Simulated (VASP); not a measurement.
A run of VASP 6.6.1:

Contents of INCAR:

```
  PREC = Accurate
  ENCUT = 520
  EDIFF = 1E-7
  ISMEAR = 0
  SIGMA = 0.05
  LREAL = F
  LASPH = T
  NELM = 60
  ALGO = Normal
  ISIF = 2
  LWAVE = F
  LCHARG = T
  GGA = PS
  LELF = T
  LVHAR = T
  NBANDS = 41
```

KPOINTS

```
regular mesh
0
Gamma
  6 6 6
```

The input POSCAR:

```
AlGa3N4
1.0
    4.4676279409      0.0000000000      0.0000000000
    0.0000000000      4.4676279409      0.0000000000
    0.0000000000      0.0000000000      4.4676279409
Al Ga N
1 3 4
Direct
    0.0000000000      0.0000000000      0.0000000000
    0.5000000000      0.5000000000      0.0000000000
    0.5000000000      0.0000000000      0.5000000000
    0.0000000000      0.5000000000      0.5000000000
    0.7162620066      0.7162620066      0.2837379934
    0.7162620066      0.2837379934      0.7162620066
    0.2837379934      0.7162620066      0.7162620066
    0.2837379934      0.2837379934      0.2837379934
```

Potentials or basis: VASP PAW PBE potentials, release 64 (Al, Ga_d, N).

Run with:

```bash
$ cat potpaw_PBE.64/Al/POTCAR potpaw_PBE.64/Ga_d/POTCAR potpaw_PBE.64/N/POTCAR > POTCAR
$ mpirun -np 1 vasp_std > vasp.out
```

Hardware: 1 thread of AMD EPYC 7R13, on a shared host.

Problem. Estimate the wall time of this run.

Solution. Wall time 3.4 min on 1 thread of AMD EPYC 7R13, with other jobs on the host, peak memory 0.2 GiB. Counts: scf iterations 18, k points 20.
